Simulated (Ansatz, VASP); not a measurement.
## One calculation of SiC, two programs

Contents of INCAR:

```
  PREC = Accurate
  ENCUT = 520
  EDIFF = 1E-7
  ISMEAR = 0
  SIGMA = 0.02
  LREAL = F
  LASPH = T
  NELM = 80
  ALGO = Normal
  ISIF = 2
  LWAVE = F
  LCHARG = F
  GGA = PE
  NBANDS = 16
```

The input KPOINTS:

```
Automatic mesh
0
Gamma
  10 10 6
```

POSCAR

```
SiC
1.0
    2.2555588600      2.2555588600      0.0000000000
   -2.2555588600      2.2555588600      0.0000000000
    0.0000000000      0.0000000000      4.5111177200
Si C
2 2
Direct
    0.5000000000      0.0000000000      0.7500000000
    0.0000000000      0.5000000000      0.2500000000
    0.0000000000      0.0000000000      0.0000000000
    0.5000000000      0.5000000000      0.5000000000
```

Input for Ansatz:

```yaml
crystal:
  lattice:
    - [2.25555886, 2.25555886, 0.0]
    - [-2.25555886, 2.25555886, 0.0]
    - [0.0, 0.0, 4.51111772]
  atoms:
    - { symbol: Si, position: [0.5, 0.0, 0.75] }
    - { symbol: Si, position: [0.0, 0.5, 0.25] }
    - { symbol: C, position: [0.0, 0.0, 0.0] }
    - { symbol: C, position: [0.5, 0.5, 0.5] }
basis:
  ecutwfc: 420
kpoints:
  mp_grid: { grid: [10, 10, 6] }
hamiltonian:
  xc: pbe
scf:
  occupations: { method: gaussian, width: 0.02 }
output:
  forces: true
  stress: true
  eigenvalues: true
```

Change from the starting cell: equal strain along all axes, cell held, atoms relaxed: +3.0 %.

Alike in both runs: task single point; functional PBE; k mesh 10 × 10 × 6; occupations gaussian, width 0.02 eV; no spin polarisation.

|  | VASP | Ansatz |
| --- | --- | --- |
| version | VASP 6.6.1 | Ansatz 0.2.0 |
| potentials or method | VASP PAW PBE potentials, release 64 (Si, C), cutoff 520 eV | scalar-relativistic, plane waves, PAW |
| valence electrons in the cell | 16 | 16 |

```tsv
	VASP	Ansatz	Ansatz less VASP
gap on the k mesh at the Fermi level (eV)	1.45	1.45	+0.001
least direct gap on the mesh (eV)	1.45	1.45	+0.001
pressure (GPa)	-15.8	-15.8	+0.02
```

The functional is the same, so the differences come from potentials, cutoffs and numerics.
